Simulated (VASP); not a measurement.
# ZnS (P1) in VASP: notebook

The runs below take ZnS through single point, with r2SCAN.

Everything below comes from runs of VASP 6.6.1. Logs are shortened: lines on timing, memory, paths and dates and some standing lists are left out, and cuts for length are marked.

## Step 1: The cell of the first run

The typed cell holds 8 atoms: a = 3.809 Å, b = 3.809 Å, c = 12.466 Å, α = 90.00°, β = 90.00°, γ = 120.00°.

## Step 2: Single point, r2SCAN (atom 5 (S) moved +0.250 Å along Cartesian [1 -1 0])

File POSCAR:

```
ZnS
1.0
    3.8087369152      0.0000000000      0.0000000000
   -1.9043684576      3.2984629249      0.0000000000
    0.0000000000      0.0000000000     12.4664651431
Zn S
4 4
Direct
    0.0000000000      0.0000000000      0.0001143924
    0.0000000000      0.0000000000      0.5001143924
    0.3333333333      0.6666666667      0.2500706174
    0.6666666667      0.3333333333      0.7500706174
    0.0196166405     -0.0535936584      0.1872361436
    0.0000000000      0.0000000000      0.6872361436
    0.3333333333      0.6666666667      0.4375788466
    0.6666666667      0.3333333333      0.9375788466
```

File INCAR.step1:

```
SYSTEM = ZnS
PREC = Accurate ; ENCUT = 520
ISMEAR = 0 ; SIGMA = 0.05
LREAL = .False. ; LASPH = .True.
NELM = 100 ; NBANDS = 46
GGA = PE ; ALGO = Normal
EDIFF = 1E-4 ; LWAVE = .True.
LCHARG = .False.
```

File INCAR.step2:

```
SYSTEM = ZnS
PREC = Accurate ; ENCUT = 520
EDIFF = 1E-6 ; ISMEAR = 0
SIGMA = 0.05 ; LREAL = .False.
LASPH = .True. ; NELM = 100
ALGO = Normal ; ISIF = 2
LWAVE = .False. ; LCHARG = .False.
METAGGA = R2SCAN ; LMIXTAU = .True.
NBANDS = 46 ; ISTART = 1
```

File KPOINTS:

```
regular mesh
0
Gamma
  6 6 2
  0 0 0
```

Potentials or basis: VASP PAW PBE potentials, release 64 (Zn, S).

On the command line:

```bash
> cat potpaw_PBE.64/Zn/POTCAR potpaw_PBE.64/S/POTCAR > POTCAR
> cp INCAR.step1 INCAR
> mpirun -np 1 vasp_std > vasp.out
> cp INCAR.step2 INCAR
> mpirun -np 1 vasp_std > vasp.out
```

OUTCAR:

```text
SYSTEM = ZnS
   PREC = Accurate
   ENCUT = 520
   EDIFF = 1E-6
   ISMEAR = 0
   LREAL = .False.
   LASPH = .True.
   NELM = 100
   ISIF = 2
   METAGGA = R2SCAN
   ISTART = 1

 ion  position               nearest neighbor table
   1  0.000  0.000  0.000-   8 2.33   8 2.33   8 2.33   5 2.35
   2  0.000  0.000  0.500-   6 2.33   7 2.33   7 2.33   7 2.33
   3  0.333  0.667  0.250-   5 2.11   7 2.34   5 2.41   5 2.51
   4  0.667  0.333  0.750-   6 2.33   6 2.33   6 2.33   8 2.34
   5  0.020  0.946  0.187-   3 2.11   1 2.35   3 2.41   3 2.51
   6  0.000  0.000  0.687-   2 2.33   4 2.33   4 2.33   4 2.33
   7  0.333  0.667  0.438-   2 2.33   2 2.33   2 2.33   3 2.34
   8  0.667  0.333  0.938-   1 2.33   1 2.33   1 2.33   4 2.34

  LATTYP: Found a hexagonal cell.
 ALAT       =     3.8087369152
 C/A-ratio  =     3.2731231956

  Lattice vectors:

 A1 = (   3.8087369152,   0.0000000000,   0.0000000000)
 A2 = (  -1.9043684576,   3.2984629249,   0.0000000000)
 A3 = (   0.0000000000,   0.0000000000,  12.4664651431)

Analysis of symmetry for initial positions (statically):
=====================================================================
 Subroutine PRICEL returns:
 Original cell was already a primitive cell.

 Routine SETGRP: Setting up the symmetry group for a
 hexagonal supercell.

 Subroutine GETGRP returns: Found  1 space group operations
 (whereof  1 operations were pure point group operations)
 out of a pool of 24 trial point group operations.

The static configuration has the point symmetry C_1 .

Analysis of symmetry for dynamics (positions and initial velocities):
=====================================================================
 Subroutine PRICEL returns:
 Original cell was already a primitive cell.

 Routine SETGRP: Setting up the symmetry group for a
 hexagonal supercell.

 Subroutine GETGRP returns: Found  1 space group operations
 (whereof  1 operations were pure point group operations)
 out of a pool of 24 trial point group operations.

The dynamic configuration has the point symmetry C_1 .

 Subroutine INISYM returns: Found  1 space group operations
 (whereof  1 operations are pure point group operations),
 and found     1 'primitive' translations

----------------------------------------------------------------------------------------

                                     Primitive cell

  volume of cell :     156.6159

  direct lattice vectors                    reciprocal lattice vectors
     3.808736915  0.000000000  0.000000000     0.262554233  0.151585757  0.000000000
    -1.904368458  3.298462925  0.000000000     0.000000000  0.303171514  0.000000000
     0.000000000  0.000000000 12.466465143     0.000000000  0.000000000  0.080215200

  length of vectors
     3.808736915  3.808736915 12.466465143     0.303171514  0.303171514  0.080215200

  position of ions in fractional coordinates (direct lattice)
     0.000000000  0.000000000  0.000114392
     0.000000000  0.000000000  0.500114392
     0.333333333  0.666666667  0.250070617
     0.666666667  0.333333333  0.750070617
     0.019616640  0.946406342  0.187236144
     0.000000000  0.000000000  0.687236144
     0.333333333  0.666666667  0.437578847
     0.666666667  0.333333333  0.937578847

  ion indices of the primitive-cell ions
   primitive index   ion index
                 1           1
                 2           2
                 3           3
                 4           4
                 5           5
                 6           6
                 7           7
                 8           8

----------------------------------------------------------------------------------------

 KPOINTS: regular mesh

Automatic generation of k-mesh.
 Grid dimensions read from file:
 generate k-points for:    6    6    2

 Generating k-lattice:

  Cartesian coordinates                     Fractional coordinates (reciprocal lattice)
     0.043759039  0.025264293  0.000000000     0.166666667  0.000000000  0.000000000
     0.000000000  0.050528586  0.000000000     0.000000000  0.166666667  0.000000000
     0.000000000  0.000000000  0.040107600     0.000000000  0.000000000  0.500000000

  Length of vectors
     0.050528586  0.050528586  0.040107600

  Shift w.r.t. Gamma in fractional coordinates (k-lattice)
     0.000000000  0.000000000  0.000000000

 Subroutine IBZKPT returns following result:
 ===========================================

 Found     40 irreducible k-points:

 Following reciprocal coordinates:
            Coordinates               Weight
  0.000000  0.000000  0.000000      1.000000
  0.166667  0.000000  0.000000      2.000000
  0.000000  0.166667  0.000000      2.000000
 -0.166667  0.166667  0.000000      2.000000
  0.333333  0.000000  0.000000      2.000000
  0.000000  0.333333  0.000000      2.000000
[... 16 lines left out ...]
  0.000000  0.166667  0.500000      2.000000
 -0.166667  0.166667  0.500000      2.000000
 [... further k-points ...]
   k-points           NKPTS =     40   k-points in BZ     NKDIM =     40   number of bands    NBANDS=     46
   number of dos      NEDOS =    301   number of ions     NIONS =      8
   total plane-waves  NPLWV =  75264
   dimension x,y,z NGX =    28 NGY =   28 NGZ =   96
   dimension x,y,z NGXF=    56 NGYF=   56 NGZF=  192
   ions per type =               4   4
   NGX,Y,Z   is equivalent  to a cutoff of  12.22, 12.22, 12.80 a.u.
   NGXF,Y,Z  is equivalent  to a cutoff of  24.44, 24.44, 25.60 a.u.
 SYSTEM =  ZnS
   PREC   = accura    normal or accurate (medium, high low for compatibility)
   ISTART =      1    job   : 0-new  1-cont  2-samecut
   ICHARG =      0    charge: 1-file 2-atom 10-const
   ISPIN  =      1    spin polarized calculation?
   LNONCOLLINEAR =      F non collinear calculations
   LSORBIT =      F    spin-orbit coupling
   LASPH  =      T    aspherical Exc in radial PAW
   ENCUT  =  520.0 eV  38.22 Ry    6.18 a.u.   7.08  7.08 23.18*2*pi/ulx,y,z
   NELM   =    100;   NELMIN=  2; NELMDL=  0     # of ELM steps
   EDIFF  = 0.1E-05   stopping-criterion for ELM
   LREAL  =      F    real-space projection
   EDIFFG = 0.1E-04   stopping-criterion for IOM
   NSW    =      0    number of steps for IOM
   IBRION =     -1    ionic relax: 0-MD 1-quasi-New 2-CG
   NFREE  =      0    steps in history (QN), initial steepest desc. (CG)
   ISIF   =      2    stress and relaxation
   ISYM   =      2    0-nonsym 1-usesym 2-fastsym
   POTIM  = 0.5000    time-step for ionic-motion
   TEBEG  =    0.0;   TEEND  =   0.0 temperature during run
   PSTRESS=    0.0 pullay stress
   NELECT =      72.0000    total number of electrons
   NUPDOWN=      -1.0000    fix difference up-down
   EMIN   =  10.00;   EMAX   =-10.00  energy-range for DOS
   EFERMI =   0.00;   METHOD = LEGACY
   ISMEAR =     0;   SIGMA  =   0.05  broadening in eV -4-tet -1-fermi 0-gaus
   EFERMI_NEDOS =   21; number of points for ismear=-14 and -15
   IALGO  =     38    algorithm
   IMIX   =      4    mixing-type and parameters
     AMIX     =   0.40;   BMIX     =  1.00
     AMIX_MAG =   1.60;   BMIX_MAG =  1.00
  volume/ion in A,a.u.               =      19.58       132.11
  Fermi-wavevector in a.u.,A,eV,Ry     =   1.263495  2.387660 21.720624  1.596421
  Thomas-Fermi vector in A             =   2.396849
   LORBIT       =      0    0 simple, 1 ext, 2 COOP (PROOUT), +10 PAW based schemes
   METAGGA = R2SCAN    functional components
   LHFCALC =     F    Hartree Fock is set to
   AEXX    =    0.0000 exact exchange contribution
   IVDW    =     0    specifies the selected vdW correction
   LEPSILON=     F    determine dielectric tensor
   LRPA    =     F    only Hartree local field effects (RPA)
 non-spin polarized calculation
 Gauss-broadening in eV      SIGMA  =   0.05
  energy-cutoff  :      520.00
  volume of cell :      156.62
 maximum number of plane-waves:      4251
   NGX = 15   NGY = 15   NGZ = 47

 number of electron      71.9999976 magnetization

 Free energy of the ion-electron system (eV)
  ---------------------------------------------------
  ext. energy  EPLUGINS =         0.00000000
  ---------------------------------------------------
  free energy    TOTEN  =       -75.19119054 eV

  energy without entropy =      -75.19119054  energy(sigma->0) =      -75.19119054

 E-fermi :   2.1966     XC(G=0): -10.3170

 val. band max:        1.9732190413   @ k =   0.0000   0.0000   0.0000
 cond. band min:       4.6572345070   @ k =   0.0000   0.0000   0.0000
 fundamental gap:      2.6840154657
 Fermi energy:         2.1965997626

 k-point     1 :       0.0000    0.0000    0.0000
  band No.  band energies     occupation
      1     -11.8490      2.00000
      2     -11.4266      2.00000
      3     -11.3930      2.00000
      4     -10.8871      2.00000
      5      -4.8605      2.00000
      6      -4.6680      2.00000
[... 38 lines left out ...]
     45       9.1190      0.00000
     46       9.3029      0.00000

 k-point     2 :       0.1667    0.0000    0.0000
  band No.  band energies     occupation
      1     -11.6621      2.00000
      2     -11.2743      2.00000
      3     -11.2386      2.00000
      4     -10.7855      2.00000
      5      -4.8416      2.00000
      6      -4.6545      2.00000
[... 38 lines left out ...]
     45       9.1844      0.00000
     46       9.3185      0.00000

 k-point     3 :       0.0000    0.1667    0.0000
  band No.  band energies     occupation
      1     -11.6640      2.00000
      2     -11.2773      2.00000
      3     -11.2382      2.00000
      4     -10.7863      2.00000
      5      -4.8396      2.00000
      6      -4.6652      2.00000
[... 38 lines left out ...]
     45       9.1736      0.00000
     46       9.2639      0.00000

 k-point     4 :      -0.1667    0.1667    0.0000
  band No.  band energies     occupation
      1     -11.6589      2.00000
      2     -11.2705      2.00000
      3     -11.2381      2.00000
      4     -10.7844      2.00000
      5      -4.8428      2.00000
      6      -4.6510      2.00000
[... 920 lines left out ...]
     45       9.3746      0.00000
     46       9.4489      0.00000

 k-point    23 :       0.0000    0.1667    0.5000
  band No.  band energies     occupation
      1     -11.5660      2.00000
      2     -11.5351      2.00000
      3     -10.9461      2.00000
      4     -10.9193      2.00000
      5      -4.8389      2.00000
      6      -4.6695      2.00000
[... 38 lines left out ...]
     45       9.3768      0.00000
     46       9.4755      0.00000

 k-point    24 :      -0.1667    0.1667    0.5000
  band No.  band energies     occupation
      1     -11.5571      2.00000
      2     -11.5349      2.00000
      3     -10.9415      2.00000
      4     -10.9189      2.00000
      5      -4.8431      2.00000
      6      -4.6618      2.00000
[... 38 lines left out ...]
     45       9.2965      0.00000
     46       9.4986      0.00000

 [... further k-points ...]

------------------------ aborting loop because EDIFF is reached ----------------------------------------

  FORCE on cell =-STRESS in cart. coord.  units (eV):
  Direction    XX          YY          ZZ          XY          YZ          ZX
  --------------------------------------------------------------------------------------
  -------------------------------------------------------------------------------------
  Total        1.8857260     -0.0934885      0.3281169     -1.2902342     -0.6834878      1.2434463
  in kB       19.2909347     -0.9563857      3.3566286    -13.1990667     -6.9920645     12.7204278
  external PRESSURE =       7.2303925 kB  Pullay stress =       0.0000000 kB

 VOLUME and BASIS-vectors are now :
 -----------------------------------------------------------------------------
  energy-cutoff  :      520.00
  volume of cell :      156.62
      direct lattice vectors                 reciprocal lattice vectors
     3.808736915  0.000000000  0.000000000     0.262554233  0.151585757  0.000000000
    -1.904368458  3.298462925  0.000000000     0.000000000  0.303171514  0.000000000
     0.000000000  0.000000000 12.466465143     0.000000000  0.000000000  0.080215200

 POSITION                                       TOTAL-FORCE (eV/Angst)
 -----------------------------------------------------------------------------------
      0.00000      0.00000      0.00143         0.046729     -0.036119      0.045476
      0.00000      0.00000      6.23466        -0.000382     -0.002256     -0.008998
     -0.00000      2.19898      3.11750         1.793699     -1.137410      0.462276
      1.90437      1.09949      9.35073         0.006603     -0.008803     -0.008574
     -1.72759      3.12169      2.33417        -1.978565      1.309954     -0.515332
      0.00000      0.00000      8.56741         0.001427     -0.002146      0.005411
     -0.00000      2.19898      5.45506         0.066328     -0.052069      0.016645
      1.90437      1.09949     11.68829         0.064162     -0.071150      0.003096
 -----------------------------------------------------------------------------------
    total drift:                                0.016578     -0.009102     -0.056894

  FREE ENERGIE OF THE ION-ELECTRON SYSTEM (eV)
  ---------------------------------------------------
  free  energy   TOTEN  =       -75.1911905352 eV

  energy  without entropy=      -75.1911905352  energy(sigma->0) =      -75.19119054
```

Run time: 20 min. Hardware: 1 thread of Oxide Virtual Turin-like, shared host; peak memory 0.38 GiB.

What came out:

| Item | Value |
| --- | --- |
| Free energy | -75.1912 eV |
| Pressure | 0.7 GPa |
| Largest force | 2.428 eV/Å |
| Band gap on the k mesh | 2.68 eV |

Forces in eV/Å, atoms in the order of the input:
```
Zn   0.047 -0.036  0.045
Zn   0.000 -0.002 -0.009
Zn   1.794 -1.137  0.462
Zn   0.007 -0.009 -0.009
S   -1.979  1.310 -0.515
S    0.001 -0.002  0.005
S    0.066 -0.052  0.017
S    0.064 -0.071  0.003
```

Stress tensor (GPa, compression positive):
```
 1.93 -1.32  1.27
-1.32 -0.10 -0.70
 1.27 -0.70  0.34
```

Levels at points of the mesh, in eV from the valence-band top:
| k point | band 33 | band 34 | band 35 | band 36 | band 37 | band 38 | band 39 | band 40 |
| --- | --- | --- | --- | --- | --- | --- | --- | --- |
| (0.00, 0.00, 0.00) | -0.37 | -0.12 | -0.07 | 0.00 | 2.68 | 3.67 | 3.89 | 4.13 |
| (0.50, 0.00, 0.00) | -1.70 | -1.58 | -1.20 | -0.89 | 3.64 | 3.68 | 4.06 | 4.67 |
| (0.00, 0.50, 0.00) | -1.71 | -1.61 | -1.17 | -0.93 | 3.62 | 3.66 | 4.03 | 4.66 |
| (0.50, 0.50, 0.00) | -1.72 | -1.63 | -1.28 | -0.96 | 3.63 | 3.77 | 4.22 | 4.76 |
| (0.00, 0.00, 0.50) | -0.31 | -0.23 | -0.20 | -0.06 | 3.50 | 3.50 | 3.79 | 3.82 |
| (0.50, 0.00, 0.50) | -1.67 | -1.59 | -1.20 | -1.07 | 3.95 | 4.00 | 4.33 | 4.43 |
| (0.00, 0.50, 0.50) | -1.70 | -1.50 | -1.20 | -1.13 | 3.87 | 3.98 | 4.30 | 4.44 |
| (0.50, 0.50, 0.50) | -1.80 | -1.48 | -1.21 | -1.17 | 3.98 | 4.15 | 4.41 | 4.65 |

Caveat: the cell differs from its parent crystal (atom 5 (S) moved +0.250 Å along Cartesian [1 -1 0]); the PAW data sets were made with another functional, which shifts forces and pressure a little.

## Step 3: Single point, r2SCAN (atom 5 (S) moved +0.150 Å along Cartesian [1 -1 0])

POSCAR, as its differences from that of step 2:

```diff
@@ -12,3 +12,3 @@
     0.6666666667      0.3333333333      0.7500706174
-    0.0196166405     -0.0535936584      0.1872361436
+    0.0117699843     -0.0321561950      0.1872361436
     0.0000000000      0.0000000000      0.6872361436
```

File INCAR.step1:

```
PREC     = Accurate       # precision mode
ENCUT    = 520            # plane-wave cutoff, eV
ISMEAR   = 0              # smearing method
SIGMA    = 0.05           # smearing width, eV
LREAL    = False          # projectors in reciprocal space
LASPH    = True           # aspherical terms in the spheres
NELM     = 60             # most SCF steps
NBANDS   = 46             # bands
GGA      = PE             # functional
ALGO     = Normal         # electronic algorithm
EDIFF    = 1E-4           # SCF threshold, eV
LWAVE    = True           # write WAVECAR
LCHARG   = False          # write CHGCAR
```

File INCAR.step2:

```
PREC     = Accurate       # precision mode
ENCUT    = 520            # plane-wave cutoff, eV
EDIFF    = 1E-7           # SCF threshold, eV
ISMEAR   = 0              # smearing method
SIGMA    = 0.05           # smearing width, eV
LREAL    = False          # projectors in reciprocal space
LASPH    = True           # aspherical terms in the spheres
NELM     = 60             # most SCF steps
ALGO     = Normal         # electronic algorithm
ISIF     = 2              # what is computed and relaxed
LWAVE    = False          # write WAVECAR
LCHARG   = False          # write CHGCAR
METAGGA  = R2SCAN         # meta-GGA
LMIXTAU  = True         
NBANDS   = 46             # bands
ISTART   = 1
```

File KPOINTS:

```
regular mesh
0
Gamma
  6 6 2
```

Potentials or basis: VASP PAW PBE potentials, release 64 (Zn, S).

On the command line:

```bash
> cat potpaw_PBE.64/Zn/POTCAR potpaw_PBE.64/S/POTCAR > POTCAR
> cp INCAR.step1 INCAR
> mpirun -np 1 vasp_std > vasp.out
> cp INCAR.step2 INCAR
> mpirun -np 1 vasp_std > vasp.out
```

Run time: 16 min. Hardware: 1 thread of Oxide Virtual Turin-like, shared host; peak memory 0.38 GiB.

Results (log left out):

| Property | Result |
| --- | --- |
| Free energy | -75.3658 eV |
| Pressure | 0.2 GPa |
| Largest force | 1.236 eV/Å |
| Band gap on the k mesh | 2.72 eV |

Forces on the atoms (eV/Å):
```
Zn   0.024 -0.020  0.013
Zn   0.000 -0.001 -0.008
Zn   0.870 -0.640  0.146
Zn   0.004 -0.005 -0.009
S   -0.975  0.741 -0.165
S    0.000 -0.001  0.006
S    0.035 -0.030  0.010
S    0.041 -0.044  0.005
```

Stress tensor (GPa, compression positive):
```
 0.86 -0.67  0.58
-0.67 -0.24 -0.38
 0.58 -0.38  0.12
```

Levels at points of the mesh, in eV from the valence-band top:
```csv
k point,band 34,band 35,band 36,band 37,band 38,band 39
"(0.00, 0.00, 0.00)",-0.08,-0.05,0.00,2.72,3.70,3.92
"(0.50, 0.00, 0.00)",-1.59,-1.17,-0.91,3.70,3.71,4.11
"(0.00, 0.50, 0.00)",-1.62,-1.15,-0.93,3.68,3.71,4.09
"(0.50, 0.50, 0.00)",-1.64,-1.22,-0.93,3.69,3.77,4.21
"(0.00, 0.00, 0.50)",-0.19,-0.17,-0.10,3.54,3.54,3.82
"(0.50, 0.00, 0.50)",-1.56,-1.17,-1.12,4.02,4.05,4.41
"(0.00, 0.50, 0.50)",-1.51,-1.17,-1.15,3.97,4.04,4.38
"(0.50, 0.50, 0.50)",-1.51,-1.18,-1.16,4.04,4.14,4.45
```

Caveat: the cell differs from its parent crystal (atom 5 (S) moved +0.150 Å along Cartesian [1 -1 0]); the PAW data sets were made with another functional, which shifts forces and pressure a little.
